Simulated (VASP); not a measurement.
## Cu: single point with PBEsol

The system is Cu.

```
CELL_PARAMETERS angstrom
-1.78178 1.78178 0.00000
0.00000 0.00000 3.56356
1.78178 1.78178 0.00000
ATOMIC_POSITIONS crystal
Cu 0.00000 0.00000 0.00000
Cu 0.50000 0.50000 0.50000
```

| Item | Value |
| --- | --- |
| Program | VASP 6.6.1 |
| Task | single point |
| Functional | PBEsol |
| Potentials or basis | VASP PAW PBE potentials, release 64 (Cu) |
| Cutoff | 520 eV |
| k mesh | 14 × 10 × 14 |
| Occupations | fermi-dirac, width 0.1 eV |
| Spin | no spin polarisation |

* Pressure: 0.7 GPa
* Band gap on the k mesh: zero (band 11 reaches 14.28 eV, above the bottom of band 12 at 5.96 eV)

Levels at points of the mesh, in eV from the Fermi level:
```csv
k point,band 8,band 9,band 10,band 11,band 12,band 13,band 14,band 15
"(0.00, 0.00, 0.00)",-2.28,-1.69,-1.52,-1.52,1.42,7.40,13.36,13.36
"(0.50, 0.00, 0.00)",-2.63,-2.29,-2.29,-0.30,-0.30,9.95,9.95,11.23
"(0.00, 0.50, 0.00)",-2.46,-2.46,-2.46,-1.99,-1.99,17.53,17.53,17.53
"(0.50, 0.50, 0.00)",-1.67,-1.67,-1.67,-1.17,-1.17,3.95,3.95,21.39
"(0.50, 0.00, 0.50)",-1.52,-1.52,-1.52,1.42,1.42,7.40,7.40,13.36
"(0.50, 0.50, 0.50)",-2.33,-1.52,-1.52,6.33,6.33,6.33,6.33,8.49
```

It took 29 s on 1 thread of Intel(R) Xeon(R) 6975P-C (Granite Rapids), on a shared host, peak memory 0.18 GiB.

Caveat: the PAW data sets were made with another functional, which shifts forces and pressure a little.
